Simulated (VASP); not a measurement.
A run of VASP 6.6.1:

The input INCAR:

```
PREC = Accurate ; ENCUT = 520
EDIFF = 1E-7 ; ISMEAR = -1
SIGMA = 0.02 ; LREAL = F
LASPH = T ; NELM = 120
ALGO = Normal ; ISIF = 2
LWAVE = F ; LCHARG = F
GGA = PE ; IBRION = 2
NSW = 80 ; EDIFFG = -0.02
GGA_COMPAT = F ; NELMIN = 4
```

Contents of KPOINTS:

```
regular mesh
0
Gamma
  17 17 17
```

Contents of POSCAR:

```
SiC
1.0
    0.0000000000      2.1790000000      2.1136300000
    2.1790000000      0.0000000000      2.1136300000
    2.1790000000      2.1790000000      0.0000000000
Si C
1 1
Direct
    0.0000000000      0.0000000000      0.0000000000
    0.2500000000      0.2500000000      0.2500000000
```

Potentials or basis: VASP PAW PBE potentials, release 64 (Si, C).

Run with:

```bash
$ cat potpaw_PBE.64/Si/POTCAR potpaw_PBE.64/C/POTCAR > POTCAR
$ mpirun -np 1 vasp_std > vasp.out
```

Hardware: 1 thread of AMD EPYC 7R13 Processor (Zen 3) (shared host).

How long does it take, and how much memory?

Run time: 48 s on 1 thread of AMD EPYC 7R13 Processor (Zen 3) (shared host), peak memory 0.16 GiB. Counts: scf iterations 13, k points 405, ion steps 1.
